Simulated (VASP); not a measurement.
# Bi (C2/m) in VASP: further runs

The runs below take Bi through single point, with r2SCAN+D3(BJ), r2SCAN+rVV10.

All numbers are computed with VASP 6.6.1; they aren't measurements. Logs are shortened: lines on timing, memory, paths and dates and some standing lists are left out, and cuts for length are marked.

## 1. The cell of the first run

Symmetry: C2/m, No. 12, monoclinic system. The conventional cell has a = 6.907 Å, b = 6.143 Å, c = 3.346 Å, α = 90.00°, β = 111.83°, γ = 90.00°. Within 4.1 Å of Bi (site symmetry m) lie 9 Bi at 3.13 to 4.00 Å.

## 2. Single point, r2SCAN+D3(BJ)

The input, POSCAR:

```
Bi
1.0
    3.4537030860     -3.0714518568      0.0018979097
    3.4537030860      3.0714518568      0.0018979097
   -1.2459355512      0.0000000000      3.1056330805
Bi
2
Direct
    0.7573513617      0.7573513617      0.8596325979
    0.2426486383      0.2426486383      0.1403674021
```

The input, INCAR.step1:

```
SYSTEM = Bi
PREC = Accurate ; ENCUT = 520
ISMEAR = -1 ; SIGMA = 0.05
LREAL = .FALSE. ; LASPH = .TRUE.
NELM = 60 ; NBANDS = 22
GGA = PE ; ALGO = Normal
EDIFF = 1E-4 ; LWAVE = .TRUE.
LCHARG = .FALSE.
```

The input, INCAR.step2:

```
SYSTEM = Bi
PREC = Accurate ; ENCUT = 520
EDIFF = 1E-6 ; ISMEAR = -1
SIGMA = 0.05 ; LREAL = .FALSE.
LASPH = .TRUE. ; NELM = 60
ALGO = Normal ; ISIF = 2
LWAVE = .FALSE. ; LCHARG = .TRUE.
METAGGA = R2SCAN ; LMIXTAU = .TRUE.
IVDW = 12 ; LELF = .TRUE.
LVHAR = .TRUE. ; VDW_S6 = 1.0
VDW_S8 = 0.78981345 ; VDW_A1 = 0.49484001
VDW_A2 = 5.73083694 ; NBANDS = 22
ISTART = 1
```

The input, KPOINTS:

```
regular mesh
0
G
  6 6 9
  0 0 0
```

Potentials or basis: VASP PAW PBE potentials, release 64 (Bi_d).

Run with:

```console
> cat potpaw_PBE.64/Bi_d/POTCAR > POTCAR
> cp INCAR.step1 INCAR
> mpirun -np 1 vasp_std > vasp.out
> cp INCAR.step2 INCAR
> mpirun -np 1 vasp_std > vasp.out
```

OUTCAR:

```text
SYSTEM = Bi
   PREC = Accurate
   ENCUT = 520
   EDIFF = 1E-6
   ISMEAR = -1
   LREAL = .FALSE.
   LASPH = .TRUE.
   NELM = 60
   ISIF = 2
   METAGGA = R2SCAN
   IVDW = 12
   ISTART = 1
 IVDW          = 12

 ion  position               nearest neighbor table
   1  0.757  0.757  0.860-   2 3.13   2 3.22   2 3.22   2 3.47   2 3.88   2 3.88
   2  0.243  0.243  0.140-   1 3.13   1 3.22   1 3.22   1 3.47   1 3.88   1 3.88

  LATTYP: Found a base centered monoclinic cell.
 ALAT       =     6.9074072150
 B/A-ratio  =     0.8893212058
 C/A-ratio  =     0.4844420512
 COS(beta)  =    -0.3718290615

  Lattice vectors:

 A1 = (   3.4537030860,  -3.0714518568,   0.0018979097)
 A2 = (   3.4537030860,   3.0714518568,   0.0018979097)
 A3 = (  -1.2459355512,   0.0000000000,   3.1056330805)

Analysis of symmetry for initial positions (statically):
=====================================================================
 Subroutine PRICEL returns:
 Original cell was already a primitive cell.

 Routine SETGRP: Setting up the symmetry group for a
 base centered monoclinic supercell.

 Subroutine GETGRP returns: Found  4 space group operations
 (whereof  4 operations were pure point group operations)
 out of a pool of  4 trial point group operations.

The static configuration has the point symmetry C_2h.

Analysis of symmetry for dynamics (positions and initial velocities):
=====================================================================
 Subroutine PRICEL returns:
 Original cell was already a primitive cell.

 Routine SETGRP: Setting up the symmetry group for a
 base centered monoclinic supercell.

 Subroutine GETGRP returns: Found  4 space group operations
 (whereof  4 operations were pure point group operations)
 out of a pool of  4 trial point group operations.

The dynamic configuration has the point symmetry C_2h.

 Subroutine INISYM returns: Found  4 space group operations
 (whereof  4 operations are pure point group operations),
 and found     1 'primitive' translations

----------------------------------------------------------------------------------------

                                     Primitive cell

  volume of cell :      65.9029

  direct lattice vectors                    reciprocal lattice vectors
     3.453703086 -3.071451857  0.001897910     0.144740234 -0.162789464  0.058067711
     3.453703086  3.071451857  0.001897910     0.144740234  0.162789464  0.058067711
    -1.245935551  0.000000000  3.105633081    -0.000176907  0.000000000  0.321924567

  length of vectors
     4.621891941  4.621891941  3.346238519     0.225437361  0.225437361  0.321924616

  position of ions in fractional coordinates (direct lattice)
     0.757351362  0.757351362  0.859632598
     0.242648638  0.242648638  0.140367402

  ion indices of the primitive-cell ions
   primitive index   ion index
                 1           1
                 2           2

----------------------------------------------------------------------------------------

 KPOINTS: regular mesh

Automatic generation of k-mesh.
 Grid dimensions read from file:
 generate k-points for:    6    6    9

 Generating k-lattice:

  Cartesian coordinates                     Fractional coordinates (reciprocal lattice)
     0.024123372 -0.027131577  0.009677952     0.166666667 -0.000000000  0.000000000
     0.024123372  0.027131577  0.009677952    -0.000000000  0.166666667  0.000000000
    -0.000019656  0.000000000  0.035769396     0.000000000  0.000000000  0.111111111

  Length of vectors
     0.037572894  0.037572894  0.035769402

  Shift w.r.t. Gamma in fractional coordinates (k-lattice)
     0.000000000  0.000000000  0.000000000

 Subroutine IBZKPT returns following result:
 ===========================================

 Found     97 irreducible k-points:

 Following reciprocal coordinates:
            Coordinates               Weight
  0.000000  0.000000  0.000000      1.000000
  0.166667 -0.000000  0.000000      4.000000
  0.333333 -0.000000  0.000000      4.000000
  0.500000 -0.000000  0.000000      2.000000
  0.166667  0.166667  0.000000      2.000000
  0.333333  0.166667  0.000000      4.000000
[... 16 lines left out ...]
 -0.333333  0.166667  0.111111      4.000000
 -0.166667  0.166667  0.111111      4.000000
 [... further k-points ...]
   k-points           NKPTS =     97   k-points in BZ     NKDIM =     97   number of bands    NBANDS=     22
   number of dos      NEDOS =    301   number of ions     NIONS =      2
   total plane-waves  NPLWV =  36288
   dimension x,y,z NGX =    36 NGY =   36 NGZ =   28
   dimension x,y,z NGXF=    72 NGYF=   72 NGZF=   56
   ions per type =               2
   NGX,Y,Z   is equivalent  to a cutoff of  12.95, 12.95, 13.91 a.u.
   NGXF,Y,Z  is equivalent  to a cutoff of  25.90, 25.90, 27.82 a.u.
 SYSTEM =  Bi
   PREC   = accura    normal or accurate (medium, high low for compatibility)
   ISTART =      1    job   : 0-new  1-cont  2-samecut
   ICHARG =      0    charge: 1-file 2-atom 10-const
   ISPIN  =      1    spin polarized calculation?
   LNONCOLLINEAR =      F non collinear calculations
   LSORBIT =      F    spin-orbit coupling
   LASPH  =      T    aspherical Exc in radial PAW
   ENCUT  =  520.0 eV  38.22 Ry    6.18 a.u.   8.59  8.59  6.22*2*pi/ulx,y,z
   NELM   =     60;   NELMIN=  2; NELMDL=  0     # of ELM steps
   EDIFF  = 0.1E-05   stopping-criterion for ELM
   LREAL  =      F    real-space projection
   EDIFFG = 0.1E-04   stopping-criterion for IOM
   NSW    =      0    number of steps for IOM
   IBRION =     -1    ionic relax: 0-MD 1-quasi-New 2-CG
   NFREE  =      0    steps in history (QN), initial steepest desc. (CG)
   ISIF   =      2    stress and relaxation
   ISYM   =      2    0-nonsym 1-usesym 2-fastsym
   POTIM  = 0.5000    time-step for ionic-motion
   TEBEG  =    0.0;   TEEND  =   0.0 temperature during run
   PSTRESS=    0.0 pullay stress
   NELECT =      30.0000    total number of electrons
   NUPDOWN=      -1.0000    fix difference up-down
   EMIN   =  10.00;   EMAX   =-10.00  energy-range for DOS
   EFERMI =   0.00;   METHOD = LEGACY
   ISMEAR =    -1;   SIGMA  =   0.05  broadening in eV -4-tet -1-fermi 0-gaus
   EFERMI_NEDOS =   21; number of points for ismear=-14 and -15
   IALGO  =     38    algorithm
   IMIX   =      4    mixing-type and parameters
     AMIX     =   0.40;   BMIX     =  1.00
     AMIX_MAG =   1.60;   BMIX_MAG =  1.00
  volume/ion in A,a.u.               =      32.95       222.37
  Fermi-wavevector in a.u.,A,eV,Ry     =   1.259352  2.379830 21.578389  1.585967
  Thomas-Fermi vector in A             =   2.392916
   LORBIT       =      0    0 simple, 1 ext, 2 COOP (PROOUT), +10 PAW based schemes
   METAGGA = R2SCAN    functional components
   LHFCALC =     F    Hartree Fock is set to
   AEXX    =    0.0000 exact exchange contribution
   IVDW    =    12    specifies the selected vdW correction
   LEPSILON=     F    determine dielectric tensor
   LRPA    =     F    only Hartree local field effects (RPA)
 non-spin polarized calculation
  energy-cutoff  :      520.00
  volume of cell :       65.90
 maximum number of plane-waves:      1794
 NGX is ok and might be reduce to    36
   NGX = 17   NGY = 17   NGZ = 13

 number of electron      30.0000011 magnetization

 Free energy of the ion-electron system (eV)
  ---------------------------------------------------
  ext. energy  EPLUGINS =         0.00000000
  ---------------------------------------------------
  free energy    TOTEN  =      -116.82994484 eV

  energy without entropy =     -116.82190182  energy(sigma->0) =     -116.82592333

 E-fermi :   7.0903     XC(G=0): -10.6391

 val. band max:        7.0824003551   @ k =  -0.3333  -0.3333   0.2222
 cond. band min:       7.1022863267   @ k =  -0.1667   0.0000   0.2222
 fundamental gap:      0.0198859717
 Fermi energy:         7.0903251812

 k-point     1 :       0.0000    0.0000    0.0000
  band No.  band energies     occupation
      1     -16.6691      2.00000
      2     -16.6092      2.00000
      3     -16.5529      2.00000
      4     -16.5428      2.00000
      5     -16.4400      2.00000
      6     -16.4131      2.00000
[... 14 lines left out ...]
     21      15.9456      0.00000
     22      16.3659      0.00000

 k-point     2 :       0.1667   -0.0000    0.0000
  band No.  band energies     occupation
      1     -16.6508      2.00000
      2     -16.6121      2.00000
      3     -16.5602      2.00000
      4     -16.5283      2.00000
      5     -16.4352      2.00000
      6     -16.4158      2.00000
[... 14 lines left out ...]
     21      16.1008      0.00000
     22      16.9232      0.00000

 k-point     3 :       0.3333   -0.0000    0.0000
  band No.  band energies     occupation
      1     -16.6211      2.00000
      2     -16.6049      2.00000
      3     -16.5673      2.00000
      4     -16.4915      2.00000
      5     -16.4446      2.00000
      6     -16.4091      2.00000
[... 14 lines left out ...]
     21      16.7277      0.00000
     22      18.0071      0.00000

 k-point     4 :       0.5000   -0.0000    0.0000
  band No.  band energies     occupation
      1     -16.6226      2.00000
      2     -16.5925      2.00000
      3     -16.5491      2.00000
      4     -16.4648      2.00000
      5     -16.4603      2.00000
      6     -16.4109      2.00000
[... 14 lines left out ...]
     21      16.5087      0.00000
     22      16.7035      0.00000

 k-point     5 :       0.1667    0.1667    0.0000
  band No.  band energies     occupation
      1     -16.6369      2.00000
      2     -16.6116      2.00000
      3     -16.5477      2.00000
      4     -16.5174      2.00000
      5     -16.4382      2.00000
      6     -16.4220      2.00000
[... 417 lines left out ...]
 k-point    22 :       0.5000    0.1667    0.1111
  band No.  band energies     occupation
      1     -16.6037      2.00000
      2     -16.5879      2.00000
      3     -16.5311      2.00000
      4     -16.4607      2.00000
      5     -16.4401      2.00000
      6     -16.4118      2.00000
[... 14 lines left out ...]
     21      17.3627      0.00000
     22      17.5223      0.00000

 k-point    23 :      -0.3333    0.1667    0.1111
  band No.  band energies     occupation
      1     -16.6110      2.00000
      2     -16.5792      2.00000
      3     -16.5755      2.00000
      4     -16.4830      2.00000
      5     -16.4253      2.00000
      6     -16.4142      2.00000
[... 14 lines left out ...]
     21      16.6428      0.00000
     22      17.4442      0.00000

 k-point    24 :      -0.1667    0.1667    0.1111
  band No.  band energies     occupation
      1     -16.6304      2.00000
      2     -16.5917      2.00000
      3     -16.5571      2.00000
      4     -16.5094      2.00000
      5     -16.4278      2.00000
      6     -16.4198      2.00000
[... 14 lines left out ...]
     21      16.8795      0.00000
     22      17.0222      0.00000

 [... further k-points ...]

------------------------ aborting loop because EDIFF is reached ----------------------------------------

 Edisp (eV)   -0.45169

 E8    (eV) :    -0.1791

  FORCE on cell =-STRESS in cart. coord.  units (eV):
  Direction    XX          YY          ZZ          XY          YZ          ZX
  --------------------------------------------------------------------------------------
  -------------------------------------------------------------------------------------
  Total      -0.02078    -0.02202    -0.00963     0.00000     0.00000    -0.00038
  in kB      -0.50523    -0.53523    -0.23414     0.00000     0.00000    -0.00914
  external pressure =       -0.42 kB  Pullay stress =        0.00 kB

 VOLUME and BASIS-vectors are now :
 -----------------------------------------------------------------------------
  energy-cutoff  :      520.00
  volume of cell :       65.90
      direct lattice vectors                 reciprocal lattice vectors
     3.453703086 -3.071451857  0.001897910     0.144740234 -0.162789464  0.058067711
     3.453703086  3.071451857  0.001897910     0.144740234  0.162789464  0.058067711
    -1.245935551  0.000000000  3.105633081    -0.000176907  0.000000000  0.321924567

 POSITION                                       TOTAL-FORCE (eV/Angst)
 -----------------------------------------------------------------------------------
      4.16029      0.00000      2.67258        -0.000481      0.000000     -0.001213
      1.50118      0.00000      0.43685         0.000481      0.000000      0.001213
 -----------------------------------------------------------------------------------
    total drift:                               -0.000000      0.000000      0.000000

  FREE ENERGIE OF THE ION-ELECTRON SYSTEM (eV)
  ---------------------------------------------------
  free  energy   TOTEN  =      -117.2816326774 eV

  energy  without entropy=     -117.2735896636  energy(sigma->0) =     -117.27761117
```

Run time: 3.3 min. Hardware: 1 thread of Intel Xeon Platinum 8559C (Emerald Rapids), shared host; peak memory 0.26 GiB.

Results:

| Item | Value |
| --- | --- |
| Free energy | -117.2816 eV |
| Pressure | 0.0 GPa |
| Band gap on the k mesh | zero (bands 15 and 16 overlap by 5.22 eV) |
| Dispersion energy per atom | -0.226 eV |

Caveat: the PAW data sets were made with another functional, which shifts forces and pressure a little; spin-orbit coupling is left out, which moves the levels of the heavy elements.

## 3. Single point, r2SCAN+rVV10

This run uses another cell than the first one, of 33.02 Å³/atom.

The input, POSCAR:

```
Bi
1.0
    3.4592906878     -3.0712723617     -0.0002115886
    3.4592906878      3.0712723617     -0.0002115886
   -1.2498367515      0.0000000000      3.1082449043
Bi
2
Direct
    0.7573091361      0.7573091361      0.8582730174
    0.2426908639      0.2426908639      0.1417269826
```

The input, INCAR.step1:

```
PREC = Accurate
ENCUT = 520
ISMEAR = -1
SIGMA = 0.05
LREAL = F
LASPH = T
NELM = 80
NBANDS = 22
GGA = PE
ALGO = Normal
EDIFF = 1E-4
LWAVE = T
LCHARG = F
```

The input, INCAR.step2:

```
PREC = Accurate
ENCUT = 520
EDIFF = 1E-6
ISMEAR = -1
SIGMA = 0.05
LREAL = F
LASPH = T
NELM = 80
ALGO = Normal
ISIF = 2
LWAVE = F
LCHARG = F
METAGGA = R2SCAN
LMIXTAU = T
LUSE_VDW = T
IVDW_NL = 2
BPARAM = 11.95
CPARAM = 0.0093
NBANDS = 22
ISTART = 1
```

The input, KPOINTS:

```
Automatic mesh
0
Gamma
  6 6 9
```

Potentials or basis: VASP PAW PBE potentials, release 64 (Bi_d).

Run with:

```console
> cat potpaw_PBE.64/Bi_d/POTCAR > POTCAR
> cp INCAR.step1 INCAR
> mpirun -np 1 vasp_std > vasp.out
> cp INCAR.step2 INCAR
> mpirun -np 1 vasp_std > vasp.out
```

Run time: 3.7 min. Hardware: 1 thread of Intel Xeon Platinum 8559C (Emerald Rapids), shared host; peak memory 0.4 GiB.

The run converged. Its results:

| Property | Result |
| --- | --- |
| Free energy | -116.0591 eV |
| Pressure | 0.1 GPa |
| Largest force | 0.008 eV/Å |
| Band gap on the k mesh | zero (bands 15 and 16 overlap by 5.19 eV) |

Forces in eV/Å, atoms in the order of the input:
```
Bi  -0.007  0.000 -0.004
Bi   0.007  0.000  0.004
```

Levels at points of the mesh, in eV from the Fermi level:
```tsv
k point	band 12	band 13	band 14	band 15	band 16	band 17	band 18	band 19
(0.00, 0.00, 0.00)	-9.35	-3.44	-3.04	2.97	3.22	4.30	4.33	4.39
(0.50, 0.00, 0.00)	-11.96	-1.42	-0.94	-0.60	-0.57	3.49	4.81	8.03
(0.50, 0.50, 0.00)	-11.46	-5.37	-5.33	3.13	4.12	5.67	6.23	9.47
```

Caveat: the PAW data sets were made with another functional, which shifts forces and pressure a little; spin-orbit coupling is left out, which moves the levels of the heavy elements.

## 4. Single point, r2SCAN+D3(BJ)

This run uses another cell than the first one, of 33.11 Å³/atom.

The input, POSCAR:

```
Bi
1.0
    3.4615374400     -3.0737307700      0.0009387996
    3.4615374400      3.0737307700      0.0009387996
   -1.2496216636      0.0000000000      3.1112379362
Bi
2
Direct
    0.7578360961      0.7578360961      0.8595086403
    0.2421639039      0.2421639039      0.1404913597
```

The input, INCAR.step1:

```
PREC = Accurate
ENCUT = 520
ISMEAR = -1
SIGMA = 0.05
LREAL = False
LASPH = True
NELM = 60
NBANDS = 22
GGA = PE
ALGO = Normal
EDIFF = 1E-4
LWAVE = True
LCHARG = False
```

The input, INCAR.step2:

```
PREC = Accurate
ENCUT = 520
EDIFF = 1E-7
ISMEAR = -1
SIGMA = 0.05
LREAL = False
LASPH = True
NELM = 60
ALGO = Normal
ISIF = 2
LWAVE = False
LCHARG = False
METAGGA = R2SCAN
LMIXTAU = True
IVDW = 12
VDW_S6 = 1.0
VDW_S8 = 0.78981345
VDW_A1 = 0.49484001
VDW_A2 = 5.73083694
NBANDS = 22
ISTART = 1
```

The input, KPOINTS:

```
regular mesh
0
Gamma
  6 6 9
```

Run with:

```console
> cat potpaw_PBE.64/Bi_d/POTCAR > POTCAR
> cp INCAR.step1 INCAR
> mpirun -np 1 vasp_std > vasp.out
> cp INCAR.step2 INCAR
> mpirun -np 1 vasp_std > vasp.out
```

Run time: 3.3 min. Hardware: 1 thread of Intel Xeon Platinum 8559C (Emerald Rapids), shared host; peak memory 0.27 GiB.

Results (log left out):

| Item | Value |
| --- | --- |
| Free energy | -117.2815 eV |
| Pressure | -0.3 GPa |
| Band gap on the k mesh | zero (bands 15 and 16 overlap by 5.18 eV) |
| Dispersion energy per atom | -0.225 eV |

Levels at points of the mesh, in eV from the Fermi level:
```csv
k point,band 11,band 12,band 13,band 14,band 15,band 16,band 17,band 18,band 19,band 20
"(0.00, 0.00, 0.00)",-13.91,-9.37,-3.43,-3.03,2.99,3.20,4.29,4.35,4.36,7.63
"(0.50, 0.00, 0.00)",-12.39,-11.95,-1.44,-0.94,-0.57,-0.56,3.48,4.80,8.03,9.03
"(0.50, 0.50, 0.00)",-11.85,-11.47,-5.35,-5.30,3.14,4.11,5.64,6.21,9.48,10.60
```

Caveat: three body term missing; the PAW data sets were made with another functional, which shifts forces and pressure a little; spin-orbit coupling is left out, which moves the levels of the heavy elements.

## 5. The runs side by side

```tsv
level	cell	gap on the mesh (eV)	pressure (GPa)
r2SCAN+D3(BJ)	a = 4.622, b = 4.622, c = 3.346 Å, angles 106.1, 106.1, 83.3°, 2 atoms	none	0.0
r2SCAN+rVV10	a = 4.626, b = 4.626, c = 3.350 Å, angles 106.2, 106.2, 83.2°, 2 atoms	none	0.1
r2SCAN+D3(BJ)	a = 4.629, b = 4.629, c = 3.353 Å, angles 106.2, 106.2, 83.2°, 2 atoms	none	-0.3
```

Alike in all rows: task single point; potentials or basis VASP PAW PBE potentials, release 64 (Bi_d); no spin polarisation; k mesh 6 × 6 × 9; cutoff (eV) 520; smearing fermi-dirac 0.05 eV.

Caveats: the PAW data sets were made with another functional, which shifts forces and pressure a little; spin-orbit coupling is left out, which moves the levels of the heavy elements; three body term missing (at least some runs).

Absolute energies hang on the potentials; compare differences alone.
